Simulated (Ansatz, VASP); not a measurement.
## One calculation of LiH, two programs

```
Li H
1.0
     0.00000    2.02028    2.26145
     2.02028    0.00000    2.26145
     2.02028    2.02028    0.00000
Li H
1 1
Direct
  0.00000 0.00000 0.00000
  0.25000 0.25000 0.25000
```

Change from the starting cell: epitaxial_xy strain -5.8%.

Alike in both runs: task single point; functional HSE06; k mesh 8 × 8 × 8; no spin polarisation.

|  | VASP | Ansatz |
| --- | --- | --- |
| version | VASP 6.6.1 | Ansatz 0.2.0 |
| potentials or method | VASP PAW PBE potentials, release 64 (Li_sv, H) | plane waves, PAW |
| plane-wave cutoff (eV) | 520 | 420 |
| occupations | gaussian, width 0.01 eV | fixed |
| valence electrons in the cell | 4 | 4 |

|  | VASP | Ansatz | Ansatz less VASP |
| --- | --- | --- | --- |
| gap on the k mesh at the Fermi level (eV) | 5.08 | 5.08 | 0.000 |

Ansatz's warnings: stress exchange threshold loose, stress scf threshold loose.

Noted on VASP's run: the cutoff is short for stress, so the pressure is rough.
